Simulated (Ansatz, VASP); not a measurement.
# One calculation of BN, two programs

The input INCAR:

```
ALGO = Normal
EDIFF = 1E-6
ENCUT = 520
GGA = PE
ISIF = 2
ISMEAR = 0
LASPH = True
LCHARG = False
LREAL = False
LWAVE = False
NBANDS = 11
NELM = 60
PREC = Accurate
SIGMA = 0.02
```

KPOINTS

```
k-points
0
Gamma
  12 12 12
```

File POSCAR:

```
BN
1.0
    0.0000000000      1.8120401095      1.8120401095
    1.8120401095      0.0000000000      1.8120401095
    1.8120401095      1.8120401095      0.0000000000
B N
1 1
Direct
    0.0000000000      0.0000000000      0.0000000000
    0.7500000000      0.7500000000      0.7500000000
```

Input for Ansatz:

```yaml
crystal:
  lattice:
    - [0.0, 1.8120401095, 1.8120401095]
    - [1.8120401095, 0.0, 1.8120401095]
    - [1.8120401095, 1.8120401095, 0.0]
  atoms:
    - { symbol: B, position: [0.0, 0.0, 0.0] }
    - { symbol: "N", position: [0.75, 0.75, 0.75] }
basis:
  ecutwfc: 420
kpoints:
  mp_grid: { grid: [12, 12, 12] }
hamiltonian:
  xc: pbe
scf:
  occupations: { method: gaussian, width: 0.02 }
output:
  forces: true
  stress: true
  eigenvalues: true
  populations: true
```

Alike in both runs: task single point; functional PBE; k mesh 12 × 12 × 12; occupations gaussian, width 0.02 eV; no spin polarisation.

|  | VASP | Ansatz |
| --- | --- | --- |
| version | VASP 6.6.1 | Ansatz 0.2.0 |
| potentials or method | VASP PAW PBE potentials, release 64 (B, N), cutoff 520 eV | scalar-relativistic, plane waves, PAW |
| valence electrons in the cell | 8 | 8 |

```tsv
	VASP	Ansatz	Ansatz less VASP
gap on the k mesh at the Fermi level (eV)	4.45	4.46	+0.012
least direct gap on the mesh (eV)	8.78	8.79	+0.011
pressure (GPa)	0.4	0.2	-0.25
```
